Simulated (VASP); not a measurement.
Runs of VASP 6.6.1 on CsMg3. The structure is that of space group Pm-3m (No. 221), or close to it. The cells are those of the table. 

```tsv
task	cell	k mesh	gap on the mesh (eV)	pressure (GPa)	relaxed volume (Å³/atom)
single point	a = 5.320, b = 5.320, c = 5.295 Å, 4 atoms	4 × 4 × 4	none	(a)	-
relaxation of cell and atoms	relaxed from a = 5.312 Å, 4 atoms	10 × 10 × 10	none	0.0	38.20
single point	a = 4.610, b = 4.610, c = 4.562 Å, 4 atoms	4 × 4 × 4	none	13.1	-
single point	a = 5.347 Å, 4 atoms	10 × 10 × 10	none	0.0	-
relaxation of cell and atoms	relaxed from a = 4.610, b = 4.610, c = 4.562 Å, 4 atoms	4 × 4 × 4	none	0.0	38.02
```

Alike in all rows: level PBE; potentials or basis VASP PAW PBE potentials, release 64 (Cs_sv, Mg); no spin polarisation; cutoff (eV) 600; smearing gaussian 0.1 eV.

Task: Estimate the missing entries.

Result: (a) 0.2.

Caveats: spin-orbit coupling is left out, which moves the levels of the heavy elements; the cell stands under pressure (at least some runs); the volume moved by over 15 % at a fixed basis, so the end points are rough (at least some runs).

A k mesh can miss the band edges, and the runs leave out spin-orbit coupling on Cs.

A gap of «none» marks levels without a gap at the run's occupations.
